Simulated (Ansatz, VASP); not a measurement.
## Two plane-wave programs on Si

```
Si
1.0
     0.00000    2.73334    2.73334
     2.73334    0.00000    2.73334
     2.73334    2.73334    0.00000
Si
2
Direct
  0.00000 0.00000 0.00000
  0.25000 0.25000 0.25000
```

Alike in both runs: functional r2SCAN; k mesh 8 × 8 × 8; no spin polarisation.

Ansatz relaxed the structure, and its values are those at the end. VASP's run is a single point on that final structure, the one shown.

|  | VASP | Ansatz |
| --- | --- | --- |
| version | VASP 6.6.1 | Ansatz 0.2.0 |
| potentials or method | VASP PAW PBE potentials, release 64 (Si), cutoff 520 eV | PAW plane waves |
| occupations | fermi-dirac, width 0.1 eV | fermi-dirac |
| valence electrons in the cell | 8 | 8 |

Ansatz gave:

| Property | Result |
| --- | --- |
| pressure (GPa) | -1.2 |

Question: What did VASP give for the same quantities?

Answer: Pressure (GPa): -1.4.

VASP's potentials were made for PBE, not for r2SCAN. Ansatz's warnings: stress scf threshold loose.
